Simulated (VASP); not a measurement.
# MnO: relaxation of cell and atoms with revPBE

MnO:

```
CELL_PARAMETERS angstrom
0.00000 2.22391 2.22391
2.22391 0.00000 2.22391
2.22391 2.22391 0.00000
ATOMIC_POSITIONS crystal
Mn 0.00000 0.00000 0.00000
O 0.50000 0.50000 0.50000
```

```
Program                : VASP 6.6.1
Task                   : relaxation of cell and atoms
Functional             : revPBE
Potentials or basis    : VASP PAW PBE potentials, release 64 (Mn_pv, O)
Cutoff                 : 600 eV
k mesh                 : 10 × 10 × 10
Occupations            : fermi-dirac, width 0.05 eV
Spin                   : collinear spin, ferromagnetic start
Starting moments       : [4.0, 0.0] μB
Dipole correction      : no
Further INCAR settings : ALGO = Normal; EDIFF = 1e-06; IBRION = 2; EDIFFG = -0.01; NSW = 80; ISIF = 3
```

```yaml
Relaxed_volume: 11.42 Å³/atom
Relaxed_cell: a = 3.185 Å, b = 3.185 Å, c = 3.185 Å, α = 60.00°, β = 60.00°, γ = 60.00°
Space_group_after_relaxing_to_0.05_Å: Fm-3m (No. 225)
Energy_gained_by_relaxing: 5.2 meV/atom
Ionic_steps: 3
Pressure_after_relaxing: 0.0 GPa
Net_moment: 4.89 μB per cell
Site_moments: Mn +4.43; O +0.20 μB
Valence_electrons_inside_the_program's_atomic_spheres: Mn 11.31; O 4.97
```

The path:
```
step  energy change (eV)  largest force (eV/Å)  pressure (GPa)  volume (Å³)
   1              0.0000                0.0000            4.15        22.00
   2             -0.0103                0.0000           -0.32        22.92
   3             -0.0104                0.0000           -0.01        22.84
```

Final structure:
```
Mn O
1.0
     0.00000    2.25196    2.25196
     2.25196    0.00000    2.25196
     2.25196    2.25196    0.00000
Mn O
1 1
Direct
  0.00000 0.00000 0.00000
  0.50000 0.50000 0.50000
```

Levels at points of the mesh, in eV from the Fermi level:
Spin up:
```csv
k point,band 9,band 10,band 11,band 12,band 13,band 14,band 15
"(0.00, 0.00, 0.00)",-3.20,-3.20,-2.71,-2.71,-0.64,13.88,16.05
"(0.50, 0.00, 0.00)",-2.38,-1.94,0.10,0.10,3.44,7.48,11.68
"(0.50, 0.50, 0.00)",-2.31,-2.13,-2.13,-2.03,4.81,7.68,10.21
```
Spin down:
```csv
k point,band 5,band 6,band 7,band 8,band 9,band 10
"(0.00, 0.00, 0.00)",-3.13,-3.13,-3.13,0.81,0.99,0.99
"(0.50, 0.00, 0.00)",-6.95,-4.51,-4.51,2.08,2.13,2.13
"(0.50, 0.50, 0.00)",-6.06,-4.06,-4.06,-0.49,2.09,2.23
```

Run time: 79 s on 1 thread of Intel(R) Xeon(R) Platinum 8375C CPU @ 2.90GHz (Ice Lake) (shared host), peak memory 0.19 GiB.

Caveat: the PAW data sets were made with another functional, which shifts forces and pressure a little; a cell with one magnetic atom can't hold antiferromagnetic order, which such compounds often take; semilocal functionals often make such compounds metallic where correlation or magnetic order opens a gap, which also shifts bond lengths. With open d or f shells a metallic result of revPBE can be an artefact of self-interaction; +U or a hybrid may open a gap.
